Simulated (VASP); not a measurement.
# Pd (I4/mmm) in VASP: a series of runs

Runs on Pd. Level: PBE. Tasks: single point.

Everything below comes from runs of VASP 6.6.1. Logs are shortened: lines on timing, memory, paths and dates and some standing lists are left out, and cuts for length are marked.

## (1) The cell of the first run

Symmetry: I4/mmm, No. 139, tetragonal system. Conventional cell: a = 2.613 Å, b = 2.613 Å, c = 4.084 Å, α = 90.00°, β = 90.00°, γ = 90.00°. Within 3.4 Å of Pd (site symmetry 4/mmm) lie 12 Pd at 2.61 to 2.75 Å.

## (2) Single point, PBE (strain -0.050 along x and y, +0.050 along z)

The input, INCAR:

```
SYSTEM = Pd
ALGO     = Normal         ! electronic algorithm
EDIFF    = 1E-7           ! SCF threshold, eV
ENCUT    = 520            ! plane-wave cutoff, eV
GGA      = PE             ! functional
ISIF     = 2              ! what is computed and relaxed
ISMEAR   = 0              ! smearing method
LASPH    = .TRUE.         ! aspherical terms in the spheres
LCHARG   = .TRUE.         ! write CHGCAR
LELF     = .TRUE.         ! ELF
LREAL    = .FALSE.        ! projectors in reciprocal space
LVHAR    = .TRUE.       
LWAVE    = .FALSE.        ! write WAVECAR
NBANDS   = 11             ! bands
NELM     = 60             ! most SCF steps
PREC     = Accurate       ! precision mode
SIGMA    = 0.15           ! smearing width, eV
```

The input, KPOINTS:

```
k-points
0
G
  20 20 20
  0 0 0
```

The input, POSCAR:

```
Pd
1.0
    0.0000000000      1.8476550000      2.0421450000
    1.8476550000      0.0000000000      2.0421450000
    1.8476550000      1.8476550000      0.0000000000
Pd
1
Direct
    0.0000000000      0.0000000000      0.0000000000
```

Potentials or basis: VASP PAW PBE potentials, release 64 (Pd).

Run with:

```sh
cat potpaw_PBE.64/Pd/POTCAR > POTCAR
mpirun -np 1 vasp_std > vasp.out
```

OUTCAR:

```text
SYSTEM = Pd
   EDIFF = 1E-7
   ENCUT = 520
   GGA = PE
   ISIF = 2
   ISMEAR = 0
   LASPH = .TRUE.
   LREAL = .FALSE.
   NELM = 60
   PREC = Accurate

 ion  position               nearest neighbor table
   1  0.000  0.000  0.000-

  LATTYP: Found a body centered tetragonal cell.
 ALAT       =     2.6129787596
 C/A-ratio  =     1.5630781479

  Lattice vectors:

 A1 = (  -1.8476550000,   0.0000000000,   2.0421450000)
 A2 = (   1.8476550000,   0.0000000000,   2.0421450000)
 A3 = (   0.0000000000,   1.8476550000,  -2.0421450000)

Analysis of symmetry for initial positions (statically):
=====================================================================
 Subroutine PRICEL returns:
 Original cell was already a primitive cell.

 Routine SETGRP: Setting up the symmetry group for a
 body centered tetragonal supercell.

 Subroutine GETGRP returns: Found 16 space group operations
 (whereof 16 operations were pure point group operations)
 out of a pool of 16 trial point group operations.

The static configuration has the point symmetry D_4h.

Analysis of symmetry for dynamics (positions and initial velocities):
=====================================================================
 Subroutine PRICEL returns:
 Original cell was already a primitive cell.

 Routine SETGRP: Setting up the symmetry group for a
 body centered tetragonal supercell.

 Subroutine GETGRP returns: Found 16 space group operations
 (whereof 16 operations were pure point group operations)
 out of a pool of 16 trial point group operations.

The dynamic configuration has the point symmetry D_4h.

 Subroutine INISYM returns: Found 16 space group operations
 (whereof 16 operations are pure point group operations),
 and found     1 'primitive' translations

----------------------------------------------------------------------------------------

                                     Primitive cell

  volume of cell :      13.9431

  direct lattice vectors                    reciprocal lattice vectors
     0.000000000  1.847655000  2.042145000    -0.270613291  0.270613291  0.244840597
     1.847655000  0.000000000  2.042145000     0.270613291 -0.270613291  0.244840597
     1.847655000  1.847655000  0.000000000     0.270613291  0.270613291 -0.244840597

  length of vectors
     2.753939941  2.753939941  2.612978760     0.454323700  0.454323700  0.454323700

  position of ions in fractional coordinates (direct lattice)
     0.000000000  0.000000000  0.000000000

  ion indices of the primitive-cell ions
   primitive index   ion index
                 1           1

----------------------------------------------------------------------------------------

 KPOINTS: k-points

Automatic generation of k-mesh.
 Grid dimensions read from file:
 generate k-points for:   20   20   20

 Generating k-lattice:

  Cartesian coordinates                     Fractional coordinates (reciprocal lattice)
    -0.013530665  0.013530665  0.012242030     0.050000000 -0.000000000  0.000000000
     0.013530665 -0.013530665  0.012242030    -0.000000000  0.050000000  0.000000000
     0.013530665  0.013530665 -0.012242030     0.000000000  0.000000000  0.050000000

  Length of vectors
     0.022716185  0.022716185  0.022716185

  Shift w.r.t. Gamma in fractional coordinates (k-lattice)
     0.000000000  0.000000000  0.000000000

 Subroutine IBZKPT returns following result:
 ===========================================

 Found    641 irreducible k-points:

 Following reciprocal coordinates:
            Coordinates               Weight
  0.000000  0.000000  0.000000      1.000000
  0.050000 -0.000000  0.000000      8.000000
  0.100000 -0.000000  0.000000      8.000000
  0.150000  0.000000  0.000000      8.000000
  0.200000 -0.000000  0.000000      8.000000
  0.250000 -0.000000  0.000000      8.000000
[... 16 lines left out ...]
 -0.400000  0.050000  0.000000      8.000000
 -0.350000  0.050000  0.000000      8.000000
 [... further k-points ...]
   k-points           NKPTS =    641   k-points in BZ     NKDIM =    641   number of bands    NBANDS=     11
   number of dos      NEDOS =    301   number of ions     NIONS =      1
   total plane-waves  NPLWV =   8000
   dimension x,y,z NGX =    20 NGY =   20 NGZ =   20
   dimension x,y,z NGXF=    40 NGYF=   40 NGZF=   40
   ions per type =               1
   NGX,Y,Z   is equivalent  to a cutoff of  12.07, 12.07, 12.72 a.u.
   NGXF,Y,Z  is equivalent  to a cutoff of  24.15, 24.15, 25.45 a.u.
 SYSTEM =  Pd
   PREC   = accura    normal or accurate (medium, high low for compatibility)
   ISTART =      0    job   : 0-new  1-cont  2-samecut
   ICHARG =      2    charge: 1-file 2-atom 10-const
   ISPIN  =      1    spin polarized calculation?
   LNONCOLLINEAR =      F non collinear calculations
   LSORBIT =      F    spin-orbit coupling
   LASPH  =      T    aspherical Exc in radial PAW
   ENCUT  =  520.0 eV  38.22 Ry    6.18 a.u.   5.12  5.12  4.86*2*pi/ulx,y,z
[... 52 lines left out ...]
 cond. band min:      10.7503342065   @ k =  -0.4500   0.1000   0.3000
 fundamental gap:      0.0005198544
 Fermi energy:        10.7502438195

 k-point     1 :       0.0000    0.0000    0.0000
  band No.  band energies     occupation
      1       3.1852      2.00000
      2       6.9823      2.00000
      3       8.0621      2.00000
      4       8.0621      2.00000
      5       8.8112      2.00000
      6       9.9436      2.00000
      7      28.1424      0.00000
      8      31.4096      0.00000
      9      33.9548      0.00000
     10      33.9548      0.00000
     11      36.7916      0.00000

 k-point     2 :       0.0500   -0.0000    0.0000
  band No.  band energies     occupation
      1       3.2816      2.00000
      2       7.0063      2.00000
      3       8.0336      2.00000
      4       8.0954      2.00000
      5       8.8081      2.00000
      6       9.9141      2.00000
      7      28.2523      0.00000
      8      31.3566      0.00000
      9      33.4523      0.00000
     10      34.0755      0.00000
     11      36.8127      0.00000

 k-point     3 :       0.1000   -0.0000    0.0000
  band No.  band energies     occupation
      1       3.5617      2.00000
      2       7.0669      2.00000
      3       7.9552      2.00000
      4       8.1881      2.00000
      5       8.8198      2.00000
      6       9.8358      2.00000
      7      28.5288      0.00000
      8      30.8130      0.00000
      9      32.9448      0.00000
     10      34.4205      0.00000
     11      36.8270      0.00000

 k-point     4 :       0.1500    0.0000    0.0000
  band No.  band energies     occupation
      1       3.9925      2.00000
      2       7.1432      2.00000
      3       7.8452      2.00000
      4       8.3152      2.00000
      5       8.8997      2.00000
      6       9.7402      2.00000
      7      28.6803      0.00000
      8      29.6787      0.00000
      9      33.1926      0.00000
     10      34.9335      0.00000
     11      36.8329      0.00000

 k-point     5 :       0.2000   -0.0000    0.0000
  band No.  band energies     occupation
      1       4.4963      2.00000
      2       7.2585      2.00000
      3       7.7263      2.00000
      4       8.4261      2.00000
      5       9.0979      2.00000
      6       9.6850      2.00000
      7      27.5705      0.00000
      8      29.3272      0.00000
      9      33.7882      0.00000
     10      35.4892      0.00000
     11      36.5314      0.00000
[... 211 lines left out ...]
 k-point    21 :       0.5000    0.0500    0.0000
  band No.  band energies     occupation
      1       5.0855      2.00000
      2       7.1091      2.00000
      3       8.1333      2.00000
      4      10.3550      1.99981
      5      10.5624      1.92350
      6      12.2245      0.00000
      7      18.7109      0.00000
      8      26.9764      0.00000
      9      31.6478      0.00000
     10      33.3407      0.00000
     11      36.8041      0.00000

 k-point    22 :      -0.4500    0.0500    0.0000
  band No.  band energies     occupation
      1       5.0922      2.00000
      2       7.1334      2.00000
      3       8.1246      2.00000
      4      10.3096      1.99997
      5      10.4891      1.98620
      6      12.2424      0.00000
      7      18.8061      0.00000
      8      26.9758      0.00000
      9      31.5333      0.00000
     10      33.6554      0.00000
     11      36.8048      0.00000

 k-point    23 :      -0.4000    0.0500    0.0000
  band No.  band energies     occupation
      1       5.1408      2.00000
      2       7.1941      2.00000
      3       8.1675      2.00000
      4       9.9182      2.00000
      5      10.3172      1.99996
      6      11.6869      0.00000
      7      19.8788      0.00000
      8      27.1953      0.00000
      9      31.7985      0.00000
     10      34.2823      0.00000
     11      36.8036      0.00000

 k-point    24 :      -0.3500    0.0500    0.0000
  band No.  band energies     occupation
      1       5.2098      2.00000
      2       7.2809      2.00000
      3       8.2554      2.00000
      4       9.2147      2.00000
      5      10.0748      2.00000
      6      11.0131      0.01320
      7      21.4738      0.00000
      8      27.6096      0.00000
      9      32.3792      0.00000
     10      35.1896      0.00000
     11      36.8089      0.00000

 [... further k-points ...]
[... 5 lines left out ...]
  --------------------------------------------------------------------------------------
  -------------------------------------------------------------------------------------
  Total        2.1208538      2.1208538      1.2672006      0.0000000     -0.0000000     -0.0000000
  in kB      243.7041789    243.7041789    145.6121557      0.0000000     -0.0000000     -0.0000000
  external PRESSURE =     211.0068378 kB  Pullay stress =       0.0000000 kB

 VOLUME and BASIS-vectors are now :
 -----------------------------------------------------------------------------
  energy-cutoff  :      520.00
  volume of cell :       13.94
      direct lattice vectors                 reciprocal lattice vectors
     0.000000000  1.847655000  2.042145000    -0.270613291  0.270613291  0.244840597
     1.847655000  0.000000000  2.042145000     0.270613291 -0.270613291  0.244840597
     1.847655000  1.847655000  0.000000000     0.270613291  0.270613291 -0.244840597

 POSITION                                       TOTAL-FORCE (eV/Angst)
 -----------------------------------------------------------------------------------
      0.00000      0.00000      0.00000         0.000000      0.000000      0.000000
 -----------------------------------------------------------------------------------
    total drift:                                0.000000      0.000000      0.000000

  FREE ENERGIE OF THE ION-ELECTRON SYSTEM (eV)
  ---------------------------------------------------
  free  energy   TOTEN  =        -5.1254059554 eV

  energy  without entropy=       -5.1021490598  energy(sigma->0) =       -5.11377751
```

Wall time 33 s (1 thread of Intel Xeon 6975P-C (Granite Rapids), shared host); peak memory 0.21 GiB.

Results:

```
Free energy            : -5.1254 eV
Pressure               : 21.1 GPa
Band gap on the k mesh : zero (band 5 reaches 11.51 eV, above the bottom of band 6 at 9.48 eV)
```

Stress tensor (GPa, compression positive):
```
24.37  0.00  0.00
 0.00 24.37  0.00
 0.00  0.00 14.56
```

Levels at points of the mesh, in eV from the Fermi level:
```
           k point  band 3  band 4  band 5  band 6  band 7  band 8
(0.00, 0.00, 0.00)   -2.69   -2.69   -1.94   -0.81   17.39   20.66
(0.50, 0.00, 0.00)   -2.67   -0.20    0.19    0.94    7.87   16.26
(0.50, 0.50, 0.00)    0.03    0.30    0.30    2.09    9.61   14.85
(0.50, 0.00, 0.50)   -0.12   -0.08    0.76    4.09   12.34   12.66
```

Caveat: the cell differs from its parent crystal (strain -0.050 along x and y, +0.050 along z).

## (3) Single point, PBE (strain +0.000 along x and y, -0.050 along z)

The input, INCAR:

```
ALGO = Normal
EDIFF = 1E-7
ENCUT = 520
GGA = PE
ISIF = 2
ISMEAR = 0
LASPH = True
LCHARG = False
LREAL = False
LWAVE = False
NBANDS = 11
NELM = 100
PREC = Accurate
SIGMA = 0.15
```

The input, KPOINTS:

```
k-points
0
Gamma
  20 20 20
```

The input, POSCAR:

```
Pd
1.0
    0.0000000000      1.9449000000      1.8476550000
    1.9449000000      0.0000000000      1.8476550000
    1.9449000000      1.9449000000      0.0000000000
Pd
1
Direct
    0.0000000000      0.0000000000      0.0000000000
```

Potentials or basis: VASP PAW PBE potentials, release 64 (Pd).

Run with:

```sh
cat potpaw_PBE.64/Pd/POTCAR > POTCAR
mpirun -np 1 vasp_std > vasp.out
```

It took 32 s on 1 thread of Intel Xeon 6975P-C (Granite Rapids), shared host; peak memory 0.21 GiB.

The run converged. Its results:

| Property | Result |
| --- | --- |
| Free energy | -5.1513 eV |
| Pressure | 19.6 GPa |
| Band gap on the k mesh | zero (band 5 reaches 11.20 eV, above the bottom of band 6 at 9.31 eV) |

Stress tensor (GPa, compression positive):
```
18.75  0.00  0.00
 0.00 18.75  0.00
 0.00  0.00 21.43
```

Levels at points of the mesh, in eV from the Fermi level:
| k point | band 1 | band 2 | band 3 | band 4 | band 5 | band 6 | band 7 | band 8 | band 9 | band 10 |
| --- | --- | --- | --- | --- | --- | --- | --- | --- | --- | --- |
| (0.00, 0.00, 0.00) | -7.56 | -3.24 | -3.24 | -2.75 | -1.61 | -1.09 | 17.26 | 21.85 | 21.85 | 23.25 |
| (0.50, 0.00, 0.00) | -5.72 | -3.39 | -2.89 | -0.14 | 0.11 | 0.91 | 7.79 | 16.52 | 21.13 | 22.28 |
| (0.50, 0.50, 0.00) | -5.87 | -5.56 | -0.05 | 0.34 | 0.34 | 4.09 | 12.33 | 12.87 | 12.87 | 21.82 |
| (0.50, 0.00, 0.50) | -5.86 | -5.53 | -0.06 | 0.14 | 0.49 | 3.02 | 10.89 | 13.67 | 14.07 | 22.73 |

Caveat: the cell differs from its parent crystal (strain +0.000 along x and y, -0.050 along z).

## (4) Single point, PBE (strain +0.025 along x and y, -0.050 along z)

The input, INCAR:

```
SYSTEM = Pd
PREC     = Accurate       ! precision mode
ENCUT    = 520            ! plane-wave cutoff, eV
EDIFF    = 1E-6           ! SCF threshold, eV
ISMEAR   = 0              ! smearing method
SIGMA    = 0.15           ! smearing width, eV
LREAL    = .FALSE.        ! projectors in reciprocal space
LASPH    = .TRUE.         ! aspherical terms in the spheres
NELM     = 100            ! most SCF steps
ALGO     = Normal         ! electronic algorithm
ISIF     = 2              ! what is computed and relaxed
LWAVE    = .FALSE.        ! write WAVECAR
LCHARG   = .FALSE.        ! write CHGCAR
GGA      = PE             ! functional
NBANDS   = 11             ! bands
```

The input, KPOINTS:

```
regular mesh
0
G
  20 20 20
  0 0 0
```

The input, POSCAR:

```
Pd
1.0
    0.0000000000      1.9935225000      1.8476550000
    1.9935225000      0.0000000000      1.8476550000
    1.9935225000      1.9935225000      0.0000000000
Pd
1
Direct
    0.0000000000      0.0000000000      0.0000000000
```

Run with:

```sh
cat potpaw_PBE.64/Pd/POTCAR > POTCAR
mpirun -np 1 vasp_std > vasp.out
```

Run time: 100 s. Hardware: 1 thread of AMD EPYC 7R43 (Zen 3), shared host; peak memory 0.18 GiB.

Results (log left out):

| Property | Result |
| --- | --- |
| Free energy | -5.2074 eV |
| Pressure | 8.0 GPa |
| Band gap on the k mesh | zero (band 5 reaches 10.35 eV, above the bottom of band 6 at 8.54 eV) |

Stress tensor (GPa, compression positive):
```
7.07 0.00 0.00
0.00 7.07 0.00
0.00 0.00 9.87
```

Levels at points of the mesh, in eV from the Fermi level:
```tsv
k point	band 1	band 2	band 3	band 4	band 5	band 6	band 7	band 8	band 9	band 10
(0.00, 0.00, 0.00)	-7.16	-3.05	-3.05	-2.38	-1.61	-0.91	17.31	21.40	21.40	23.32
(0.50, 0.00, 0.00)	-5.32	-3.23	-2.54	-0.19	0.15	1.04	7.40	16.42	20.39	22.20
(0.50, 0.50, 0.00)	-5.42	-5.14	-0.04	0.32	0.32	4.43	12.24	12.32	12.32	20.80
(0.50, 0.00, 0.50)	-5.42	-5.09	-0.09	0.05	0.50	2.88	10.16	13.53	14.03	22.20
```

Caveat: the cell differs from its parent crystal (strain +0.025 along x and y, -0.050 along z).

## (5) Single point, PBE (strain +0.025 along x and y, -0.025 along z)

The input, INCAR:

```
PREC = Accurate ; ENCUT = 520
EDIFF = 1E-7 ; ISMEAR = 0
SIGMA = 0.15 ; LREAL = False
LASPH = True ; NELM = 60
ALGO = Fast ; ISIF = 2
LWAVE = False ; LCHARG = True
GGA = PE ; LELF = True
LVHAR = True ; NBANDS = 11
```

The input, KPOINTS:

```
Automatic mesh
0
Gamma
  20 20 20
```

The input, POSCAR:

```
Pd
1.0
    0.0000000000      1.9935225000      1.8962775000
    1.9935225000      0.0000000000      1.8962775000
    1.9935225000      1.9935225000      0.0000000000
Pd
1
Direct
    0.0000000000      0.0000000000      0.0000000000
```

Run with:

```sh
cat potpaw_PBE.64/Pd/POTCAR > POTCAR
mpirun -np 1 vasp_std > vasp.out
```

Run time: 2.4 min. Hardware: 1 thread of AMD EPYC 7R43 (Zen 3), shared host; peak memory 0.18 GiB.

Results (log left out):

| Quantity | Value |
| --- | --- |
| Free energy | -5.2243 eV |
| Pressure | 2.9 GPa |
| Band gap on the k mesh | zero (band 5 reaches 9.83 eV, above the bottom of band 6 at 8.18 eV) |

Stress tensor (GPa, compression positive):
```
2.20 0.00 0.00
0.00 2.20 0.00
0.00 0.00 4.14
```

Levels at points of the mesh, in eV from the Fermi level:
```
           k point  band 2  band 3  band 4  band 5  band 6  band 7  band 8  band 9
(0.00, 0.00, 0.00)   -2.87   -2.87   -2.43   -1.42   -0.97   17.23   21.46   21.46
(0.50, 0.00, 0.00)   -3.00   -2.56   -0.13    0.08    1.08    7.17   16.47   20.38
(0.50, 0.50, 0.00)   -4.93   -0.05    0.29    0.29    4.03   11.46   12.49   12.49
(0.50, 0.00, 0.50)   -4.91   -0.07    0.12    0.41    3.05   10.12   13.29   13.58
```

Caveat: the cell differs from its parent crystal (strain +0.025 along x and y, -0.025 along z).

## (6) Overview

| cell | gap on the mesh (eV) | pressure (GPa) |
| --- | --- | --- |
| a = 2.754, b = 2.754, c = 2.613 Å, angles 61.7, 61.7, 56.6°, 1 atom | none | 21.1 |
| a = 2.683, b = 2.683, c = 2.751 Å, angles 59.2, 59.2, 61.7°, 1 atom | none | 19.6 |
| a = 2.718, b = 2.718, c = 2.819 Å, angles 58.8, 58.8, 62.5°, 1 atom | none | 8.0 |
| a = 2.751, b = 2.751, c = 2.819 Å, angles 59.2, 59.2, 61.6°, 1 atom | none | 2.9 |

Alike in all rows: task single point; level PBE; potentials or basis VASP PAW PBE potentials, release 64 (Pd); no spin polarisation; k mesh 20 × 20 × 20; cutoff (eV) 520; smearing gaussian 0.15 eV.

Total energies depend on the potentials used, so only differences within one code and one set of settings carry meaning.
